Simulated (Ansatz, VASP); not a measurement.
## NaMg2Si2: VASP beside Ansatz

INCAR

```
PREC = Accurate
ENCUT = 520
EDIFF = 1E-6
ISMEAR = 0
SIGMA = 0.1
LREAL = False
LASPH = True
NELM = 100
ALGO = Normal
ISIF = 2
LWAVE = False
LCHARG = True
GGA = PE
LELF = True
LVHAR = True
NBANDS = 18
```

KPOINTS

```
Automatic mesh
0
Gamma
  12 12 8
```

POSCAR

```
NaMg2Si2
1.0
    4.7226417261      0.0000000000      0.0000000000
   -2.3613208631      4.0899277078      0.0000000000
    0.0000000000      0.0000000000      5.7369162480
Na Mg Si
1 2 2
Direct
    0.0000000000      0.0000000000      0.0000000000
    0.3333333333      0.6666666667      0.6820085051
    0.6666666667      0.3333333333      0.3179914949
    0.6666666667      0.3333333333      0.7921775912
    0.3333333333      0.6666666667      0.2078224088
```

Input for Ansatz:

```yaml
crystal:
  lattice:
    - [4.7226417261, 0.0, 0.0]
    - [-2.3613208631, 4.0899277078, 0.0]
    - [0.0, 0.0, 5.736916248]
  atoms:
    - { symbol: Na, position: [0.0, 0.0, 0.0] }
    - { symbol: Mg, position: [0.3333333333, 0.6666666667, 0.6820085051] }
    - { symbol: Mg, position: [0.6666666667, 0.3333333333, 0.3179914949] }
    - { symbol: Si, position: [0.6666666667, 0.3333333333, 0.7921775912] }
    - { symbol: Si, position: [0.3333333333, 0.6666666667, 0.2078224088] }
basis:
  ecutwfc: 420
kpoints:
  mp_grid: { grid: [12, 12, 8] }
  band_path:
    path:
      - [[0.0, 0.0, 0.0], [0.5, 0.0, 0.0], [0.33333333, 0.33333333, 0.0], [0.0, 0.0, 0.0], [0.0, 0.0, 0.5], [0.5, 0.0, 0.5], [0.33333333, 0.33333333, 0.5], [0.0, 0.0, 0.5]]
      - [[0.5, 0.0, 0.5], [0.5, 0.0, 0.0]]
      - [[0.33333333, 0.33333333, 0.5], [0.33333333, 0.33333333, 0.0]]
    npoints: 14
hamiltonian:
  xc: pbe
scf:
  occupations: { method: gaussian, width: 0.1 }
  n_extra_bands: 12
output:
  forces: true
  stress: true
  eigenvalues: true
  populations: true
  dos: { projected: true, de: 0.02, nscf_kmesh: { grid: [15, 15, 10] } }
  bader: true
  write_density: true
  write_potential: true
  elf: true
  volumetric_format: npy
```

Alike in both runs: task single point; functional PBE; k mesh 12 × 12 × 8; occupations gaussian, width 0.1 eV; no spin polarisation.

```csv
,VASP,Ansatz
version,VASP 6.6.1,Ansatz 0.2.0
potentials or method,"VASP PAW PBE potentials, release 64 (Na_pv, Mg, Si), cutoff 520 eV","scalar-relativistic, plane waves, PAW"
valence electrons in the cell,19,37
```

```tsv
	VASP	Ansatz	Ansatz less VASP
gap on the k mesh at the Fermi level (eV)	none	none	-
pressure (GPa)	-0.1	0.0	+0.06
```

A gap of «none» marks a metal or a gap that the smearing closes. VASP's potentials hold 19 valence electrons a cell and Ansatz's 37, so a difference there can come from the potentials and not from the codes.
